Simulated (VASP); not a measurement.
A run of VASP 6.6.1 is set up as follows.

File INCAR:

```
PREC = Accurate ; ENCUT = 520
EDIFF = 1E-6 ; ISMEAR = 0
SIGMA = 0.05 ; LREAL = F
LASPH = T ; NELM = 100
ALGO = Normal ; ISIF = 2
LWAVE = F ; LCHARG = F
GGA = PE ; NBANDS = 11
```

File KPOINTS:

```
Automatic mesh
0
Gamma
  12 12 8
```

The input POSCAR:

```
MgO
1.0
    2.9377244759      0.0000000000      0.0000000000
   -1.4688622380      2.5441440255      0.0000000000
    0.0000000000      0.0000000000      2.6797873418
Mg O
1 1
Direct
   -0.0077107158     -0.0038553579     -0.0057830368
    0.3333333333      0.6666666667      0.5000000000
```

Potentials or basis: VASP PAW PBE potentials, release 64 (Mg, O).

Run with:

```console
$ cat potpaw_PBE.64/Mg/POTCAR potpaw_PBE.64/O/POTCAR > POTCAR
$ mpirun -np 1 vasp_std > vasp.out
```

Problem. Predict the pressure.

Solution. -0.6 GPa.

Problem. Estimate the band gap on the k mesh.

Solution. 3.00 eV, indirect (least direct gap 3.40 eV).

Stress tensor (GPa, compression positive):
```
-0.55  0.01  0.05
 0.01 -0.56  0.03
 0.05  0.03 -0.67
```

Caveat: the cell differs from its parent crystal (all Mg atoms moved +0.025 Å, as atom 1 towards its neighbour atom 2 (O) at 2.161 Å). A k mesh can miss the band edges.
